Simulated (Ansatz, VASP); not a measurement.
Given: the input of a run of Ansatz 0.2.0 on Si.

input.yaml

```yaml
crystal:
  lattice:
    - [-0.057353, 2.724962, 2.664397]
    - [2.685267, -0.076102, 2.683147]
    - [2.664614, 2.723059, -0.055449]
  atoms:
    - { symbol: Si, position: [0.5, 0.5, 0.5] }
    - { symbol: Si, position: [0.75, 0.75, 0.75] }
hamiltonian:
  xc: lda
  pseudopotentials: { kind: paw }
kpoints:
  mp_grid: { grid: [8, 8, 8] }
scf:
  occupations: { method: gaussian, width: 0.01 }
output:
  forces: true
  stress: true
  eigenvalues: true
```

Potentials or basis: Ansatz PAW.

Launch:

```sh
$ ansatz run input.yaml --threads 1 --pin off --max-ram 3584MiB --backend cpu --events-out ev --progress --plain --runs-dir out
```

Task: Set up the same calculation for VASP 6.6.1. Potentials there: VASP PAW LDA potentials, release 64 (Si).

Result: As run (the cutoff follows the program's own potentials):

The input INCAR:

```
PREC     = Accurate       # precision mode
ENCUT    = 520            # plane-wave cutoff, eV
EDIFF    = 1E-7           # SCF threshold, eV
ISMEAR   = 0              # smearing method
SIGMA    = 0.01           # smearing width, eV
LREAL    = False          # projectors in reciprocal space
LASPH    = True           # aspherical terms in the spheres
NELM     = 60             # most SCF steps
ALGO     = Normal         # electronic algorithm
ISIF     = 2              # what is computed and relaxed
LWAVE    = False          # write WAVECAR
LCHARG   = True           # write CHGCAR
GGA      = CA             # functional
LELF     = True           # ELF
LVHAR    = True         
NBANDS   = 11             # bands
```

Contents of KPOINTS:

```
Automatic mesh
0
Gamma
  8 8 8
```

POSCAR

```
Si
1.0
   -0.0573530000      2.7249620000      2.6643970000
    2.6852670000     -0.0761020000      2.6831470000
    2.6646140000      2.7230590000     -0.0554490000
Si
2
Direct
    0.5000000000      0.5000000000      0.5000000000
    0.7500000000      0.7500000000      0.7500000000
```

Potentials or basis: VASP PAW LDA potentials, release 64 (Si).

Launch:

```bash
$ cat potpaw_LDA.64/Si/POTCAR > POTCAR
$ mpirun -np 1 vasp_std > vasp.out
```

Both were run:

|  | VASP | Ansatz | Ansatz less VASP |
| --- | --- | --- | --- |
| gap on the k mesh at the Fermi level (eV) | 0.33 | 0.34 | +0.005 |
| least direct gap on the mesh (eV) | 2.18 | 2.19 | +0.001 |
| pressure (GPa) | -1.9 | -2.0 | -0.04 |
| traceless stress, the component that is largest in VASP (GPa) | 2.89 | 2.87 | -0.018 |
| rms of the force components (eV/Å) | 0.239 | 0.239 | -0.0004 |

LDA's correlation is that of Perdew and Zunger in VASP and of Perdew and Wang (1992) in Ansatz. Atom by atom the forces differ by 0.000 eV/Å (rms over components).
